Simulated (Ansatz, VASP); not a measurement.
One calculation of C, two programs

```
C
1.0
     2.46652    0.00000    0.00000
    -1.23326    2.13607    0.00000
     0.00000    0.00000   24.95520
C
12
Direct
  0.00000 0.00000 0.91756
  0.33333 0.66667 0.91756
  0.00000 0.00000 0.74911
  0.33333 0.66667 0.74910
  0.66667 0.33333 0.25090
  0.00000 0.00000 0.25089
  0.66667 0.33333 0.08244
  0.00000 0.00000 0.08244
  0.33333 0.66667 0.58423
  0.66667 0.33333 0.58423
  0.33333 0.66667 0.41577
  0.66667 0.33333 0.41577
```

Change from the starting cell: strain along c alone, the other axes held, atoms relaxed: -3.0 %.

Alike in both runs: functional PBE; k mesh 18 × 18 × 2; occupations gaussian, width 0.01 eV; no spin polarisation.

Ansatz relaxed the structure, and its values are those at the end. VASP's run is a single point on that final structure, the one shown.

|  | VASP | Ansatz |
| --- | --- | --- |
| version | VASP 6.6.1 | Ansatz 0.2.0 |
| potentials or method | VASP PAW PBE potentials, release 64 (C), cutoff 520 eV | scalar-relativistic, plane waves, PAW |
| valence electrons in the cell | 48 | 48 |

VASP gave:

| Item | Value |
| --- | --- |
| gap on the k mesh at the Fermi level (eV) | 0.08 |
| least direct gap on the mesh (eV) | 0.08 |
| pressure (GPa) | 0.4 |

Question: What did Ansatz give for the same quantities?

Answer: gap on the k mesh at the Fermi level (eV): 0.08; least direct gap on the mesh (eV): 0.08; pressure (GPa): 0.0.

Ansatz's warnings: stress scf threshold loose.
